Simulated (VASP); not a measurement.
# Al3Co2Ru (P-3m1) in VASP: further runs

The runs below take Al3Co2Ru through single point, with PBE.

Everything below comes from runs of VASP 6.6.1. Logs are shortened: lines on timing, memory, paths and dates and some standing lists are left out, and cuts for length are marked.

## Step 1: The cell of the first run

It takes space group P-3m1 (No. 164, trigonal). The conventional cell has a = 3.937 Å, b = 3.937 Å, c = 4.840 Å, α = 90.00°, β = 90.00°, γ = 120.00°. Within 3.1 Å of Al (site symmetry 3m) lie 5 Co at 2.36 to 2.48 Å and 3 Ru at 2.43 Å and 6 Al at 2.76 to 2.84 Å. Within 3.2 Å of Al (site symmetry -3m) lie 6 Co at 2.41 Å and 2 Ru at 2.42 Å and 6 Al at 2.76 Å. Within 3.1 Å of Co (site symmetry 3m) lie 8 Al at 2.36 to 2.48 Å and 3 Co at 2.77 Å and 3 Ru at 2.80 Å. Within 3.2 Å of Ru (site symmetry -3m) lie 8 Al at 2.42 to 2.43 Å and 6 Co at 2.80 Å.

## Step 2: Single point, PBE (10.83 Å³/atom)

The input, INCAR:

```
PREC = Accurate
ENCUT = 520
EDIFF = 1E-6
ISMEAR = 0
SIGMA = 0.1
LREAL = False
LASPH = True
NELM = 60
ALGO = Fast
ISIF = 2
LWAVE = False
LCHARG = True
GGA = PE
LELF = True
LVHAR = True
NBANDS = 30
```

The input, KPOINTS:

```
Automatic mesh
0
Gamma
  12 12 8
```

The input, POSCAR:

```
Al3Co2Ru
1.0
    3.9368936395      0.0000000000      0.0000000000
   -1.9684468197      3.4094499038      0.0000000000
    0.0000000000      0.0000000000      4.8395679063
Al Co Ru
3 2 1
Direct
    0.3333333333      0.6666666667      0.3237869797
    0.6666666667      0.3333333333      0.6762130203
    0.0000000000      0.0000000000      0.0000000000
    0.3333333333      0.6666666667      0.8369153373
    0.6666666667      0.3333333333      0.1630846627
    0.0000000000      0.0000000000      0.5000000000
```

Potentials or basis: VASP PAW PBE potentials, release 64 (Al, Co, Ru_pv).

The run is started by

```
$ cat potpaw_PBE.64/Al/POTCAR potpaw_PBE.64/Co/POTCAR potpaw_PBE.64/Ru_pv/POTCAR > POTCAR
$ mpirun -np 1 vasp_std > vasp.out
```

OUTCAR:

```text
PREC = Accurate
   ENCUT = 520
   EDIFF = 1E-6
   ISMEAR = 0
   LREAL = False
   LASPH = True
   NELM = 60
   ISIF = 2
   GGA = PE

 ion  position               nearest neighbor table
   1  0.333  0.667  0.324-   4 2.36   5 2.40   5 2.40   5 2.40   6 2.43   6 2.43   6 2.43   4 2.48
                             3 2.76   3 2.76   3 2.76   2 2.84   2 2.84   2 2.84
   2  0.667  0.333  0.676-   5 2.36   4 2.40   4 2.40   4 2.40   6 2.43   6 2.43   6 2.43   5 2.48
                             3 2.76   3 2.76   3 2.76   1 2.84   1 2.84   1 2.84
   3  0.000  0.000  0.000-   4 2.41   5 2.41   4 2.41   5 2.41   5 2.41   4 2.41   6 2.42   6 2.42
                             1 2.76   2 2.76   1 2.76   2 2.76   1 2.76   2 2.76
   4  0.333  0.667  0.837-   1 2.36   2 2.40   2 2.40   2 2.40   3 2.41   3 2.41   3 2.41   1 2.48
                             5 2.77   5 2.77   5 2.77   6 2.80   6 2.80   6 2.80
   5  0.667  0.333  0.163-   2 2.36   1 2.40   1 2.40   1 2.40   3 2.41   3 2.41   3 2.41   2 2.48
                             4 2.77   4 2.77   4 2.77   6 2.80   6 2.80   6 2.80
   6  0.000  0.000  0.500-   3 2.42   3 2.42   1 2.43   2 2.43   1 2.43   2 2.43   2 2.43   1 2.43
                             5 2.80   4 2.80   5 2.80   4 2.80   5 2.80   4 2.80

  LATTYP: Found a hexagonal cell.
 ALAT       =     3.9368936395
 C/A-ratio  =     1.2292859166

  Lattice vectors:

 A1 = (   3.9368936395,   0.0000000000,   0.0000000000)
 A2 = (  -1.9684468197,   3.4094499038,   0.0000000000)
 A3 = (   0.0000000000,   0.0000000000,   4.8395679063)

Analysis of symmetry for initial positions (statically):
=====================================================================
 Subroutine PRICEL returns:
 Original cell was already a primitive cell.

 Routine SETGRP: Setting up the symmetry group for a
 hexagonal supercell.

 Subroutine GETGRP returns: Found 12 space group operations
 (whereof 12 operations were pure point group operations)
 out of a pool of 24 trial point group operations.

The static configuration has the point symmetry D_3d.

Analysis of symmetry for dynamics (positions and initial velocities):
=====================================================================
 Subroutine PRICEL returns:
 Original cell was already a primitive cell.

 Routine SETGRP: Setting up the symmetry group for a
 hexagonal supercell.

 Subroutine GETGRP returns: Found 12 space group operations
 (whereof 12 operations were pure point group operations)
 out of a pool of 24 trial point group operations.

The dynamic configuration has the point symmetry D_3d.

 Subroutine INISYM returns: Found 12 space group operations
 (whereof 12 operations are pure point group operations),
 and found     1 'primitive' translations
[... 110 lines left out ...]
   ISYM   =      2    0-nonsym 1-usesym 2-fastsym
   POTIM  = 0.5000    time-step for ionic-motion
   TEBEG  =    0.0;   TEEND  =   0.0 temperature during run
   PSTRESS=    0.0 pullay stress
   NELECT =      41.0000    total number of electrons
   NUPDOWN=      -1.0000    fix difference up-down
   EMIN   =  10.00;   EMAX   =-10.00  energy-range for DOS
   EFERMI =   0.00;   METHOD = LEGACY
   ISMEAR =     0;   SIGMA  =   0.10  broadening in eV -4-tet -1-fermi 0-gaus
   EFERMI_NEDOS =   21; number of points for ismear=-14 and -15
   IALGO  =     68    algorithm
   IMIX   =      4    mixing-type and parameters
     AMIX     =   0.40;   BMIX     =  1.00
     AMIX_MAG =   1.60;   BMIX_MAG =  1.00
  volume/ion in A,a.u.               =      10.83        73.06
  Fermi-wavevector in a.u.,A,eV,Ry     =   1.404283  2.653710 26.830829  1.972010
  Thomas-Fermi vector in A             =   2.526860
   LORBIT       =      0    0 simple, 1 ext, 2 COOP (PROOUT), +10 PAW based schemes
   GGA     = PE    functional components
   LHFCALC =     F    Hartree Fock is set to
   AEXX    =    0.0000 exact exchange contribution
   IVDW    =     0    specifies the selected vdW correction
   LEPSILON=     F    determine dielectric tensor
   LRPA    =     F    only Hartree local field effects (RPA)
 non-spin polarized calculation
 RMM-DIIS sequential band-by-band and
 Gauss-broadening in eV      SIGMA  =   0.10
  energy-cutoff  :      520.00
  volume of cell :       64.96
 maximum number of plane-waves:      1794
 NGX is ok and might be reduce to    30
   NGX = 15   NGY = 15   NGZ = 17

 number of electron      41.0000014 magnetization

 Free energy of the ion-electron system (eV)
  ---------------------------------------------------
  ext. energy  EPLUGINS =         0.00000000
  ---------------------------------------------------
  free energy    TOTEN  =       -37.56148726 eV

  energy without entropy =      -37.55439956  energy(sigma->0) =      -37.55794341

 E-fermi :  12.1216     XC(G=0): -12.9652

 val. band max:       12.1097441644   @ k =   0.3333   0.0833   0.2500
 cond. band min:      12.1288122481   @ k =   0.0000   0.2500   0.3750
 fundamental gap:      0.0190680837
 Fermi energy:        12.1215923827

 k-point     1 :       0.0000    0.0000    0.0000
  band No.  band energies     occupation
      1     -29.9670      2.00000
      2     -29.9446      2.00000
      3     -29.9446      2.00000
      4       0.9795      2.00000
      5       5.7642      2.00000
      6       6.6079      2.00000
[... 781 lines left out ...]
     29      19.6287      0.00000
     30      19.8294      0.00000

 [... further k-points ...]

------------------------ aborting loop because EDIFF is reached ----------------------------------------

  FORCE on cell =-STRESS in cart. coord.  units (eV):
  Direction    XX          YY          ZZ          XY          YZ          ZX
  --------------------------------------------------------------------------------------
  -------------------------------------------------------------------------------------
  Total       12.7979349     12.7979349     12.8020148      0.0000000      0.0000000     -0.0000000
  in kB      315.6500742    315.6500742    315.7507002      0.0000000      0.0000000     -0.0000000
  external PRESSURE =     315.6836162 kB  Pullay stress =       0.0000000 kB

 VOLUME and BASIS-vectors are now :
 -----------------------------------------------------------------------------
  energy-cutoff  :      520.00
  volume of cell :       64.96
      direct lattice vectors                 reciprocal lattice vectors
     3.936893640  0.000000000  0.000000000     0.254007370  0.146651224  0.000000000
    -1.968446820  3.409449904  0.000000000     0.000000000  0.293302447  0.000000000
     0.000000000  0.000000000  4.839567906     0.000000000  0.000000000  0.206630017

 POSITION                                       TOTAL-FORCE (eV/Angst)
 -----------------------------------------------------------------------------------
     -0.00000      2.27297      1.56699        -0.000000      0.000000     -0.003298
      1.96845      1.13648      3.27258         0.000000      0.000000      0.003298
      0.00000      0.00000      0.00000        -0.000000      0.000000      0.000000
     -0.00000      2.27297      4.05031        -0.000000      0.000000     -0.008518
      1.96845      1.13648      0.78926         0.000000      0.000000      0.008518
      0.00000      0.00000      2.41978        -0.000000      0.000000      0.000000
 -----------------------------------------------------------------------------------
    total drift:                                0.000000      0.000000      0.000000

  FREE ENERGIE OF THE ION-ELECTRON SYSTEM (eV)
  ---------------------------------------------------
  free  energy   TOTEN  =       -37.5614872596 eV

  energy  without entropy=      -37.5543995582  energy(sigma->0) =      -37.55794341
```

OSZICAR:

```text
N       E                     dE             d eps       ncg     rms          rms(c)
DAV:   1     0.314785441774E+03    0.31479E+03   -0.19152E+04  8276   0.147E+03
DAV:   2    -0.222725234997E+02   -0.33706E+03   -0.32101E+03  7902   0.368E+02
DAV:   3    -0.413827953258E+02   -0.19110E+02   -0.18319E+02  9154   0.997E+01
DAV:   4    -0.419250567407E+02   -0.54226E+00   -0.54025E+00  9438   0.165E+01
DAV:   5    -0.419466176436E+02   -0.21561E-01   -0.21558E-01 11348   0.317E+00    0.268E+01
RMM:   6    -0.551803085323E+02   -0.13234E+02   -0.87622E+01  8859   0.825E+01    0.405E+01
RMM:   7    -0.378093114793E+02    0.17371E+02   -0.25604E+01  7860   0.461E+01    0.487E+00
RMM:   8    -0.375874855374E+02    0.22183E+00   -0.10248E+00  8382   0.841E+00    0.359E+00
RMM:   9    -0.375876461134E+02   -0.16058E-03   -0.24323E-01  8804   0.207E+00    0.255E+00
RMM:  10    -0.375616798368E+02    0.25966E-01   -0.54418E-02  9104   0.218E+00    0.822E-01
RMM:  11    -0.375615153187E+02    0.16452E-03   -0.52088E-03  9528   0.474E-01    0.479E-01
RMM:  12    -0.375614758885E+02    0.39430E-04   -0.13117E-03 10635   0.209E-01    0.905E-02
RMM:  13    -0.375615468160E+02   -0.70927E-04   -0.59445E-04  9214   0.193E-01    0.165E-01
RMM:  14    -0.375614780127E+02    0.68803E-04   -0.21679E-04  9192   0.145E-01    0.462E-02
RMM:  15    -0.375614867222E+02   -0.87095E-05   -0.77086E-05 10660   0.443E-02    0.239E-02
RMM:  16    -0.375614865282E+02    0.19395E-06   -0.13895E-05  9946   0.208E-02    0.219E-02
RMM:  17    -0.375614872596E+02   -0.73136E-06   -0.28226E-06  6946   0.999E-03
   1 F= -.37561487E+02 E0= -.37557943E+02  d E =-.708770E-02
```

It took 9.4 min on 1 thread of AMD EPYC 7R43 (Zen 3), shared host; peak memory 0.32 GiB.

Results:

* Free energy: -37.5615 eV
* Pressure: 31.6 GPa
* Largest force: 0.009 eV/Å
* Band gap on the k mesh: zero (an odd number of electrons rules out a gap without spin polarisation)

Forces on the atoms (eV/Å):
```
Al   0.000  0.000 -0.003
Al   0.000  0.000  0.003
Al   0.000  0.000  0.000
Co   0.000  0.000 -0.009
Co   0.000  0.000  0.009
Ru   0.000  0.000  0.000
```

Caveat: the cell stands under pressure; the run has no spin polarisation, though such a crystal can be magnetic. Spin polarisation is off, so any magnetic state and its effect on volume and gap are missing.

## Step 3: Single point, PBE (11.20 Å³/atom)

This run uses another cell than the first one, of 11.20 Å³/atom.

The input, INCAR:

```
PREC = Accurate ; ENCUT = 520
EDIFF = 1E-7 ; ISMEAR = 0
SIGMA = 0.1 ; LREAL = False
LASPH = True ; NELM = 100
ALGO = Fast ; ISIF = 2
LWAVE = False ; LCHARG = False
GGA = PE ; NBANDS = 30
```

KPOINTS is that of step 2.

The input, POSCAR:

```
Al3Co2Ru
1.0
    3.9815171487      0.0000000000      0.0000000000
   -1.9907585743      3.4480949964      0.0000000000
    0.0000000000      0.0000000000      4.8930030985
Al Co Ru
3 2 1
Direct
    0.3333333333      0.6666666667      0.3241464792
    0.6666666667      0.3333333333      0.6758535208
    0.0000000000      0.0000000000      0.0000000000
    0.3333333333      0.6666666667      0.8368363728
    0.6666666667      0.3333333333      0.1631636272
    0.0000000000      0.0000000000      0.5000000000
```

Potentials or basis: VASP PAW PBE potentials, release 64 (Al, Co, Ru_pv).

The run is started by

```
$ cat potpaw_PBE.64/Al/POTCAR potpaw_PBE.64/Co/POTCAR potpaw_PBE.64/Ru_pv/POTCAR > POTCAR
$ mpirun -np 1 vasp_std > vasp.out
```

It took 9.4 min on 1 thread of AMD EPYC 7R43 (Zen 3), shared host; peak memory 0.33 GiB.

The run converged. Its results:

```yaml
Free_energy: -37.9248 eV
Pressure: 21.4 GPa
Largest_force: 0.008 eV/Å
Band_gap_on_the_k_mesh: zero (an odd number of electrons rules out a gap without spin polarisation)
```

Forces in eV/Å, atoms in the order of the input:
```
Al   0.000  0.000 -0.002
Al   0.000  0.000  0.002
Al   0.000  0.000  0.000
Co   0.000  0.000 -0.008
Co   0.000  0.000  0.008
Ru   0.000  0.000  0.000
```

Levels at points of the mesh, in eV from the Fermi level:
| k point | band 19 | band 20 | band 21 | band 22 | band 23 | band 24 |
| --- | --- | --- | --- | --- | --- | --- |
| (0.00, 0.00, 0.00) | -0.39 | -0.39 | -0.34 | 3.58 | 3.58 | 4.30 |
| (0.50, 0.00, 0.00) | -1.19 | -0.94 | -0.93 | 0.50 | 1.70 | 2.59 |
| (0.00, 0.00, 0.50) | 0.52 | 0.52 | 2.97 | 2.97 | 3.18 | 4.35 |
| (0.50, 0.00, 0.50) | -1.09 | -0.98 | -0.24 | 1.14 | 2.00 | 2.78 |

Caveat: the cell stands under pressure; the run has no spin polarisation, though such a crystal can be magnetic. Spin polarisation is off, so any magnetic state and its effect on volume and gap are missing.

## Step 4: Single point, PBE (11.56 Å³/atom)

This run uses another cell than the first one, of 11.56 Å³/atom.

The input, INCAR:

```
SYSTEM = Al3Co2Ru
PREC     = Accurate       ! precision mode
ENCUT    = 520            ! plane-wave cutoff, eV
EDIFF    = 1E-6           ! SCF threshold, eV
ISMEAR   = 0              ! smearing method
SIGMA    = 0.1            ! smearing width, eV
LREAL    = .False.        ! projectors in reciprocal space
LASPH    = .True.         ! aspherical terms in the spheres
NELM     = 60             ! most SCF steps
ALGO     = Fast           ! electronic algorithm
ISIF     = 2              ! what is computed and relaxed
LWAVE    = .False.        ! write WAVECAR
LCHARG   = .True.         ! write CHGCAR
GGA      = PE             ! functional
LELF     = .True.         ! ELF
LVHAR    = .True.       
NBANDS   = 30             ! bands
```

The input, KPOINTS:

```
Automatic mesh
0
Gamma
  12 12 8
  0 0 0
```

The input, POSCAR:

```
Al3Co2Ru
1.0
    4.0252013422      0.0000000000      0.0000000000
   -2.0126006711      3.4859266177      0.0000000000
    0.0000000000      0.0000000000      4.9452006267
Al Co Ru
3 2 1
Direct
    0.3333333333      0.6666666667      0.3245365021
    0.6666666667      0.3333333333      0.6754634979
    0.0000000000      0.0000000000      0.0000000000
    0.3333333333      0.6666666667      0.8367767488
    0.6666666667      0.3333333333      0.1632232512
    0.0000000000      0.0000000000      0.5000000000
```

The run is started by

```
$ cat potpaw_PBE.64/Al/POTCAR potpaw_PBE.64/Co/POTCAR potpaw_PBE.64/Ru_pv/POTCAR > POTCAR
$ mpirun -np 1 vasp_std > vasp.out
```

It took 9.8 min on 1 thread of AMD EPYC 7R43 (Zen 3), shared host; peak memory 0.34 GiB.

The run converged. Its results:

| Quantity | Value |
| --- | --- |
| Free energy | -38.1628 eV |
| Pressure | 13.1 GPa |
| Largest force | 0.008 eV/Å |
| Band gap on the k mesh | zero (an odd number of electrons rules out a gap without spin polarisation) |

Forces on the atoms (eV/Å):
```
Al   0.000  0.000 -0.002
Al   0.000  0.000  0.002
Al   0.000  0.000  0.000
Co   0.000  0.000 -0.008
Co   0.000  0.000  0.008
Ru   0.000  0.000  0.000
```

Levels at points of the mesh, in eV from the Fermi level:
| k point | band 17 | band 18 | band 19 | band 20 | band 21 | band 22 | band 23 | band 24 | band 25 | band 26 |
| --- | --- | --- | --- | --- | --- | --- | --- | --- | --- | --- |
| (0.00, 0.00, 0.00) | -0.83 | -0.83 | -0.38 | -0.38 | -0.33 | 3.47 | 3.47 | 4.17 | 4.17 | 4.77 |
| (0.50, 0.00, 0.00) | -1.22 | -1.17 | -1.14 | -0.90 | -0.88 | 0.47 | 1.61 | 2.48 | 4.15 | 5.07 |
| (0.00, 0.00, 0.50) | -0.97 | -0.97 | 0.49 | 0.49 | 2.94 | 2.94 | 3.15 | 4.07 | 4.63 | 4.63 |
| (0.50, 0.00, 0.50) | -1.11 | -1.04 | -1.04 | -0.94 | -0.23 | 1.07 | 1.92 | 2.67 | 3.67 | 5.73 |

Caveat: the cell stands under pressure; the run has no spin polarisation, though such a crystal can be magnetic. Spin polarisation is off, so any magnetic state and its effect on volume and gap are missing.

(Part 1 of 2 ends here.)
